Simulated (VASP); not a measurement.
**In: band structure with PBE**

In:

```
CELL_PARAMETERS angstrom
3.33548 0.00000 0.00000
-1.66774 2.88861 0.00000
0.00000 0.00000 5.50914
ATOMIC_POSITIONS crystal
In 0.66667 0.33333 0.75000
In 0.33333 0.66667 0.25000
```

This isn't the form of In at room conditions, which is tetragonal.

| Item | Value |
| --- | --- |
| Program | VASP 6.6.1 |
| Task | band structure |
| Functional | PBE |
| Potentials or basis | VASP PAW PBE potentials, release 64 (In_d) |
| Cutoff | 480 eV |
| k mesh | 21 × 21 × 11 |
| Occupations | methfessel-paxton, width 0.05 eV |
| Spin | no spin polarisation |
| Tolerance level | standard |
| Purpose | bands |
| Route | KPOINTS_OPT |
| Further INCAR settings | ALGO = Normal; EDIFF = 1e-07; NBANDS = 38 |

* Pressure: 1.6 GPa
* Band gap along the path: zero within the smearing

Levels at the corners of the path, in eV from the Fermi level:
| point | band 10 | band 11 | band 12 | band 13 | band 14 | band 15 | band 16 | band 17 |
| --- | --- | --- | --- | --- | --- | --- | --- | --- |
| Γ | -14.30 | -9.43 | -4.41 | -3.33 | 8.41 | 8.41 | 10.22 | 10.22 |
| M | -14.26 | -4.79 | -4.07 | 0.13 | 0.36 | 0.93 | 2.93 | 4.13 |
| M | -14.26 | -4.79 | -4.07 | 0.13 | 0.36 | 0.93 | 2.93 | 4.13 |
| K | -14.31 | -3.29 | -3.29 | -1.74 | 1.90 | 1.90 | 2.29 | 2.68 |
| K | -14.31 | -3.29 | -3.29 | -1.74 | 1.90 | 1.90 | 2.29 | 2.68 |
| Γ | -14.30 | -9.43 | -4.41 | -3.33 | 8.41 | 8.41 | 10.22 | 10.22 |
| Γ | -14.30 | -9.43 | -4.41 | -3.33 | 8.41 | 8.41 | 10.22 | 10.22 |
| A | -14.36 | -8.07 | -8.07 | 2.93 | 2.93 | 9.41 | 9.41 | 9.41 |
| A | -14.36 | -8.07 | -8.07 | 2.93 | 2.93 | 9.41 | 9.41 | 9.41 |
| L | -14.26 | -3.53 | -3.53 | -2.59 | -2.59 | 5.64 | 5.64 | 6.10 |
| L | -14.26 | -3.53 | -3.53 | -2.59 | -2.59 | 5.64 | 5.64 | 6.10 |
| H | -14.29 | -2.39 | -2.39 | -1.29 | -1.29 | -0.35 | -0.35 | 7.37 |
| H | -14.29 | -2.39 | -2.39 | -1.29 | -1.29 | -0.35 | -0.35 | 7.37 |
| A | -14.36 | -8.07 | -8.07 | 2.93 | 2.93 | 9.41 | 9.41 | 9.41 |
| L | -14.26 | -3.53 | -3.53 | -2.59 | -2.59 | 5.64 | 5.64 | 6.10 |
| M | -14.26 | -4.79 | -4.07 | 0.13 | 0.36 | 0.93 | 2.93 | 4.13 |
| K | -14.31 | -3.29 | -3.29 | -1.74 | 1.90 | 1.90 | 2.29 | 2.68 |
| H | -14.29 | -2.39 | -2.39 | -1.29 | -1.29 | -0.35 | -0.35 | 7.37 |

Run time: 2.5 min on 1 thread of Intel(R) Xeon(R) 6975P-C (Granite Rapids) (shared host), peak memory 0.66 GiB.

Caveat: spin-orbit coupling is left out, which moves the levels of the heavy elements.
